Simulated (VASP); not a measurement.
# EuMo (F-43m) in VASP: further runs

The runs below take EuMo through single point, relaxation of cell and atoms, with PBE.

All numbers are computed with VASP 6.6.1; they aren't measurements. Logs are shortened: lines on timing, memory, paths and dates and some standing lists are left out, and cuts for length are marked.

**1. The cell of the first run**

It takes space group F-43m (No. 216, cubic). The conventional cell has a = 5.813 Å, b = 5.813 Å, c = 5.813 Å, α = 90.00°, β = 90.00°, γ = 90.00°. Eu (site symmetry -43m) has 4 Mo at 2.52 Å within 3.3 Å. Mo (site symmetry -43m) has 4 Eu at 2.52 Å within 3.3 Å.

The cell was built from a structure type or drawn by symmetry, and may not be a known phase.

**2. Single point, PBE, collinear spin, ferromagnetic start**

INCAR reads:

```
SYSTEM = EuMo
ALGO = Normal
EDIFF = 1E-7
ENCUT = 520
GGA = PE
ISIF = 2
ISMEAR = 0
ISPIN = 2
LASPH = .True.
LCHARG = .True.
LELF = .True.
LMAXMIX = 6
LORBIT = 11
LREAL = .False.
LVHAR = .True.
LWAVE = .False.
MAGMOM = 7 0
NBANDS = 26
NELM = 150
PREC = Accurate
SIGMA = 0.1
```

KPOINTS reads:

```
k-points
0
Gamma
  6 6 6
  0 0 0
```

POSCAR reads:

```
EuMo
1.0
    0.0000000000      2.9065556100      2.9065556100
    2.9065556100      0.0000000000      2.9065556100
    2.9065556100      2.9065556100      0.0000000000
Eu Mo
1 1
Direct
    0.0000000000      0.0000000000      0.0000000000
    0.7500000000      0.7500000000      0.7500000000
```

Potentials or basis: VASP PAW PBE potentials, release 64 (Eu, Mo_sv).

Launch:

```
cat potpaw_PBE.64/Eu/POTCAR potpaw_PBE.64/Mo_sv/POTCAR > POTCAR
mpirun -np 1 vasp_std > vasp.out
```

OUTCAR:

```text
SYSTEM = EuMo
   EDIFF = 1E-7
   ENCUT = 520
   GGA = PE
   ISIF = 2
   ISMEAR = 0
   ISPIN = 2
   LASPH = .True.
   LORBIT = 11
   LREAL = .False.
   NELM = 150
   PREC = Accurate

 ion  position               nearest neighbor table
   1  0.000  0.000  0.000-   2 2.52   2 2.52   2 2.52   2 2.52
   2  0.750  0.750  0.750-   1 2.52   1 2.52   1 2.52   1 2.52

  LATTYP: Found a face centered cubic cell.
 ALAT       =     5.8131112200

  Lattice vectors:

 A1 = (   0.0000000000,   2.9065556100,   2.9065556100)
 A2 = (   2.9065556100,   0.0000000000,   2.9065556100)
 A3 = (   2.9065556100,   2.9065556100,   0.0000000000)

Analysis of symmetry for initial positions (statically):
=====================================================================
 Subroutine PRICEL returns:
 Original cell was already a primitive cell.

 Routine SETGRP: Setting up the symmetry group for a
 face centered cubic supercell.

 Subroutine GETGRP returns: Found 24 space group operations
 (whereof 24 operations were pure point group operations)
 out of a pool of 48 trial point group operations.

The static configuration has the point symmetry T_d .

Analysis of symmetry for dynamics (positions and initial velocities):
=====================================================================
 Subroutine PRICEL returns:
 Original cell was already a primitive cell.

 Routine SETGRP: Setting up the symmetry group for a
 face centered cubic supercell.

 Subroutine GETGRP returns: Found 24 space group operations
 (whereof 24 operations were pure point group operations)
 out of a pool of 48 trial point group operations.

The dynamic configuration has the point symmetry T_d .

Analysis of structural, dynamic, and magnetic symmetry:
=====================================================================
 Subroutine PRICEL returns:
 Original cell was already a primitive cell.

 Routine SETGRP: Setting up the symmetry group for a
 face centered cubic supercell.

 Subroutine GETGRP returns: Found 24 space group operations
 (whereof 24 operations were pure point group operations)
 out of a pool of 48 trial point group operations.

The overall configuration has the point symmetry T_d .

 Subroutine INISYM returns: Found 24 space group operations
 (whereof 24 operations are pure point group operations),
 and found     1 'primitive' translations

----------------------------------------------------------------------------------------

                                     Primitive cell

  volume of cell :      49.1095

  direct lattice vectors                    reciprocal lattice vectors
     0.000000000  2.906555610  2.906555610    -0.172024921  0.172024921  0.172024921
     2.906555610  0.000000000  2.906555610     0.172024921 -0.172024921  0.172024921
     2.906555610  2.906555610  0.000000000     0.172024921  0.172024921 -0.172024921

  length of vectors
     4.110490363  4.110490363  4.110490363     0.297955904  0.297955904  0.297955904

  position of ions in fractional coordinates (direct lattice)
     0.000000000  0.000000000  0.000000000
     0.750000000  0.750000000  0.750000000

  ion indices of the primitive-cell ions
   primitive index   ion index
                 1           1
                 2           2

----------------------------------------------------------------------------------------

 KPOINTS: k-points

Automatic generation of k-mesh.
 Grid dimensions read from file:
 generate k-points for:    6    6    6

 Generating k-lattice:

  Cartesian coordinates                     Fractional coordinates (reciprocal lattice)
    -0.028670820  0.028670820  0.028670820     0.166666667  0.000000000  0.000000000
     0.028670820 -0.028670820  0.028670820     0.000000000  0.166666667  0.000000000
     0.028670820  0.028670820 -0.028670820     0.000000000  0.000000000  0.166666667

  Length of vectors
     0.049659317  0.049659317  0.049659317

  Shift w.r.t. Gamma in fractional coordinates (k-lattice)
     0.000000000  0.000000000  0.000000000

 Subroutine IBZKPT returns following result:
 ===========================================

 Found     16 irreducible k-points:

 Following reciprocal coordinates:
            Coordinates               Weight
  0.000000  0.000000  0.000000      1.000000
  0.166667  0.000000  0.000000      8.000000
  0.333333  0.000000  0.000000      8.000000
  0.500000  0.000000  0.000000      4.000000
  0.166667  0.166667  0.000000      6.000000
  0.333333  0.166667  0.000000     24.000000
[... 8 lines left out ...]
 -0.333333  0.333333  0.166667     24.000000
 -0.333333  0.500000  0.166667     12.000000
   k-points           NKPTS =     16   k-points in BZ     NKDIM =     16   number of bands    NBANDS=     26
   number of dos      NEDOS =    301   number of ions     NIONS =      2
   total plane-waves  NPLWV =  32768
   dimension x,y,z NGX =    32 NGY =   32 NGZ =   32
   dimension x,y,z NGXF=    64 NGYF=   64 NGZF=   64
   ions per type =               1   1
   NGX,Y,Z   is equivalent  to a cutoff of  12.94, 12.94, 12.94 a.u.
   NGXF,Y,Z  is equivalent  to a cutoff of  25.88, 25.88, 25.88 a.u.
 SYSTEM =  EuMo
   PREC   = accura    normal or accurate (medium, high low for compatibility)
   ISTART =      0    job   : 0-new  1-cont  2-samecut
   ICHARG =      2    charge: 1-file 2-atom 10-const
   ISPIN  =      2    spin polarized calculation?
   LNONCOLLINEAR =      F non collinear calculations
   LSORBIT =      F    spin-orbit coupling
   LASPH  =      T    aspherical Exc in radial PAW
   ENCUT  =  520.0 eV  38.22 Ry    6.18 a.u.   7.64  7.64  7.64*2*pi/ulx,y,z
   NELM   =    150;   NELMIN=  2; NELMDL= -5     # of ELM steps
   EDIFF  = 0.1E-06   stopping-criterion for ELM
   LREAL  =      F    real-space projection
   EDIFFG = 0.1E-05   stopping-criterion for IOM
   NSW    =      0    number of steps for IOM
   IBRION =     -1    ionic relax: 0-MD 1-quasi-New 2-CG
   NFREE  =      0    steps in history (QN), initial steepest desc. (CG)
   ISIF   =      2    stress and relaxation
   ISYM   =      2    0-nonsym 1-usesym 2-fastsym
   POTIM  = 0.5000    time-step for ionic-motion
   TEBEG  =    0.0;   TEEND  =   0.0 temperature during run
   PSTRESS=    0.0 pullay stress
   NELECT =      31.0000    total number of electrons
   NUPDOWN=      -1.0000    fix difference up-down
   EMIN   =  10.00;   EMAX   =-10.00  energy-range for DOS
   EFERMI =   0.00;   METHOD = LEGACY
   ISMEAR =     0;   SIGMA  =   0.10  broadening in eV -4-tet -1-fermi 0-gaus
   EFERMI_NEDOS =   21; number of points for ismear=-14 and -15
   IALGO  =     38    algorithm
   IMIX   =      4    mixing-type and parameters
     AMIX     =   0.40;   BMIX     =  1.00
     AMIX_MAG =   1.60;   BMIX_MAG =  1.00
  volume/ion in A,a.u.               =      24.55       165.70
  Fermi-wavevector in a.u.,A,eV,Ry     =   1.404344  2.653825 26.833157  1.972181
  Thomas-Fermi vector in A             =   2.526915
   LORBIT       =     11    0 simple, 1 ext, 2 COOP (PROOUT), +10 PAW based schemes
   GGA     = PE    functional components
   LHFCALC =     F    Hartree Fock is set to
   AEXX    =    0.0000 exact exchange contribution
   IVDW    =     0    specifies the selected vdW correction
   LEPSILON=     F    determine dielectric tensor
   LRPA    =     F    only Hartree local field effects (RPA)
 spin polarized calculation
 Gauss-broadening in eV      SIGMA  =   0.10
  energy-cutoff  :      520.00
  volume of cell :       49.11
 maximum number of plane-waves:      1363
 NGX is ok and might be reduce to    32
   NGX = 15   NGY = 15   NGZ = 15

 number of electron      30.9999994 magnetization       4.0756414

 Free energy of the ion-electron system (eV)
  ---------------------------------------------------
  ext. energy  EPLUGINS =         0.00000000
  ---------------------------------------------------
  free energy    TOTEN  =       -17.45992560 eV

  energy without entropy =      -17.44595664  energy(sigma->0) =      -17.45294112

 E-fermi :   5.1261     XC(G=0): -10.7792

 val. band max:        5.1148654045   @ k =   0.5000   0.1667   0.0000
 cond. band min:       5.3108031625   @ k =  -0.1667   0.1667   0.0000
 fundamental gap:      0.1959377579
 Fermi energy:         5.1260553827

 spin component 1

 k-point     1 :       0.0000    0.0000    0.0000
  band No.  band energies     occupation
      1     -54.1987      1.00000
      2     -36.1978      1.00000
      3     -28.4455      1.00000
      4     -28.4455      1.00000
      5     -28.4455      1.00000
      6     -14.9657      1.00000
[... 18 lines left out ...]
     25      12.8864      0.00000
     26      12.8864      0.00000
[... 411 lines left out ...]
      3     -28.4895      1.00000
      4     -28.4834      1.00000
      5     -28.2999      1.00000
      6     -15.1051      1.00000
[... 18 lines left out ...]
     25      11.9584      0.00000
     26      12.3927      0.00000
 Fermi energy:         5.1260553827

 spin component 2

 k-point     1 :       0.0000    0.0000    0.0000
  band No.  band energies     occupation
      1     -55.3931      1.00000
      2     -33.4444      1.00000
      3     -29.7604      1.00000
      4     -29.7604      1.00000
      5     -29.7604      1.00000
      6     -13.1210      1.00000
[... 18 lines left out ...]
     25      13.2049      0.00000
     26      13.2049      0.00000
[... 412 lines left out ...]
      4     -29.7901      1.00000
      5     -29.5012      1.00000
      6     -13.2797      1.00000
[... 18 lines left out ...]
     25      12.3684      0.00000
     26      12.5540      0.00000

------------------------ aborting loop because EDIFF is reached ----------------------------------------

  FORCE on cell =-STRESS in cart. coord.  units (eV):
  Direction    XX          YY          ZZ          XY          YZ          ZX
  --------------------------------------------------------------------------------------
  -------------------------------------------------------------------------------------
  Total        2.0160700      2.0160700      2.0160700      0.0000000      0.0000000      0.0000000
  in kB       65.7734002     65.7734002     65.7734002      0.0000000      0.0000000      0.0000000
  external PRESSURE =      65.7734002 kB  Pullay stress =       0.0000000 kB

 VOLUME and BASIS-vectors are now :
 -----------------------------------------------------------------------------
  energy-cutoff  :      520.00
  volume of cell :       49.11
      direct lattice vectors                 reciprocal lattice vectors
     0.000000000  2.906555610  2.906555610    -0.172024921  0.172024921  0.172024921
     2.906555610  0.000000000  2.906555610     0.172024921 -0.172024921  0.172024921
     2.906555610  2.906555610  0.000000000     0.172024921  0.172024921 -0.172024921

 POSITION                                       TOTAL-FORCE (eV/Angst)
 -----------------------------------------------------------------------------------
      0.00000      0.00000      0.00000        -0.000000     -0.000000     -0.000000
      4.35983      4.35983      4.35983         0.000000      0.000000      0.000000
 -----------------------------------------------------------------------------------
    total drift:                               -0.000000     -0.000000     -0.000000

  FREE ENERGIE OF THE ION-ELECTRON SYSTEM (eV)
  ---------------------------------------------------
  free  energy   TOTEN  =       -17.4599256047 eV

  energy  without entropy=      -17.4459566442  energy(sigma->0) =      -17.45294112

 total charge

# of ion       s       p       d       f       tot
--------------------------------------------------
    1        2.075   5.629   0.946   6.525  15.175
    2        2.233   6.018   4.602   0.000  12.853
--------------------------------------------------
tot          4.308  11.647   5.549   6.525  28.028

 magnetization (x)

# of ion       s       p       d       f       tot
--------------------------------------------------
    1       -0.035  -0.123   0.001   6.154   5.997
    2       -0.066  -0.001  -1.900   0.000  -1.968
--------------------------------------------------
tot         -0.102  -0.125  -1.899   6.154   4.029
```

Run time: 71 s. Hardware: 1 thread of Intel Xeon 6975P-C (Granite Rapids), shared host; peak memory 0.22 GiB.

Results:

```
Free energy                                           : -17.4599 eV
Pressure                                              : 6.6 GPa
Net moment                                            : 4.08 μB per cell
Site moments                                          : Eu +6.00; Mo -1.97 μB
Valence electrons inside the program's atomic spheres : Eu 15.18; Mo 12.85
```

Levels at points of the mesh, in eV from the Fermi level:
Spin up:
| k point | band 15 | band 16 | band 17 | band 18 | band 19 | band 20 | band 21 | band 22 |
| --- | --- | --- | --- | --- | --- | --- | --- | --- |
| (0.00, 0.00, 0.00) | -0.96 | -0.88 | -0.88 | -0.88 | 0.65 | 0.65 | 0.65 | 3.35 |
| (0.50, 0.00, 0.00) | -0.92 | -0.88 | -0.50 | -0.50 | -0.03 | 0.40 | 0.40 | 2.32 |
| (0.50, 0.50, 0.00) | -0.92 | -0.92 | -0.83 | 0.60 | 0.60 | 1.60 | 2.04 | 2.35 |
Spin down:
```tsv
k point	band 12	band 13	band 14	band 15	band 16	band 17
(0.00, 0.00, 0.00)	-0.27	-0.27	-0.27	3.17	3.17	3.17
(0.50, 0.00, 0.00)	-0.95	-0.95	-0.95	1.92	3.29	3.33
(0.50, 0.50, 0.00)	-1.17	-0.74	1.30	2.04	3.41	3.41
```

Caveat: the cell stands under pressure; spin-orbit coupling is left out, which moves the levels of the heavy elements; semilocal functionals describe open f shells poorly, which spoils levels, moments and volumes.

**3. Single point, PBE, collinear spin, ferromagnetic start**

This run uses another cell than the first one, of 28.66 Å³/atom.

INCAR reads:

```
SYSTEM = EuMo
ALGO = Normal ; EDIFF = 1E-7
ENCUT = 520 ; GGA = PE
ISIF = 2 ; ISMEAR = 0
ISPIN = 2 ; LASPH = .True.
LCHARG = .False. ; LMAXMIX = 6
LORBIT = 11 ; LREAL = .False.
LWAVE = .False. ; MAGMOM = 7 0
NBANDS = 26 ; NELM = 150
PREC = Accurate ; SIGMA = 0.1
```

KPOINTS is that of step 2.

POSCAR reads:

```
EuMo
1.0
    0.0000000000      3.0603328272      3.0603328272
    3.0603328272      0.0000000000      3.0603328272
    3.0603328272      3.0603328272      0.0000000000
Eu Mo
1 1
Direct
    0.0000000000      0.0000000000      0.0000000000
    0.7500000000      0.7500000000      0.7500000000
```

Potentials or basis: VASP PAW PBE potentials, release 64 (Eu, Mo_sv).

Launch:

```
cat potpaw_PBE.64/Eu/POTCAR potpaw_PBE.64/Mo_sv/POTCAR > POTCAR
mpirun -np 1 vasp_std > vasp.out
```

Wall time 80 s (1 thread of Intel Xeon 6975P-C (Granite Rapids), shared host); peak memory 0.2 GiB.

Results (log left out):

```yaml
Free_energy: -17.6329 eV
Pressure: 0.6 GPa
Net_moment: 3.69 μB per cell
Site_moments: Eu +6.12; Mo -2.39 μB
Valence_electrons_inside_the_program's_atomic_spheres: Eu 14.98; Mo 12.68
```

Levels at points of the mesh, in eV from the Fermi level:
Spin up:
| k point | band 13 | band 14 | band 15 | band 16 | band 17 | band 18 | band 19 | band 20 | band 21 | band 22 |
| --- | --- | --- | --- | --- | --- | --- | --- | --- | --- | --- |
| (0.00, 0.00, 0.00) | -0.82 | -0.77 | -0.77 | -0.77 | -0.57 | -0.57 | 0.74 | 0.74 | 0.74 | 3.01 |
| (0.50, 0.00, 0.00) | -0.85 | -0.82 | -0.82 | -0.76 | -0.22 | -0.22 | -0.07 | 0.60 | 0.60 | 1.84 |
| (0.50, 0.50, 0.00) | -1.07 | -0.80 | -0.80 | -0.79 | -0.73 | 0.76 | 0.76 | 1.52 | 1.61 | 1.62 |
Spin down:
| k point | band 11 | band 12 | band 13 | band 14 | band 15 | band 16 | band 17 | band 18 |
| --- | --- | --- | --- | --- | --- | --- | --- | --- |
| (0.00, 0.00, 0.00) | -1.53 | -0.49 | -0.49 | -0.49 | 2.81 | 2.81 | 2.81 | 3.43 |
| (0.50, 0.00, 0.00) | -1.40 | -1.11 | -0.92 | -0.92 | 1.29 | 3.30 | 3.30 | 3.49 |
| (0.50, 0.50, 0.00) | -1.04 | -1.04 | -0.62 | 0.75 | 1.06 | 3.55 | 3.55 | 3.70 |

Caveat: spin-orbit coupling is left out, which moves the levels of the heavy elements; semilocal functionals describe open f shells poorly, which spoils levels, moments and volumes. The state reached can hang on the start; a lower one may exist.

[end of part 1 of 2]
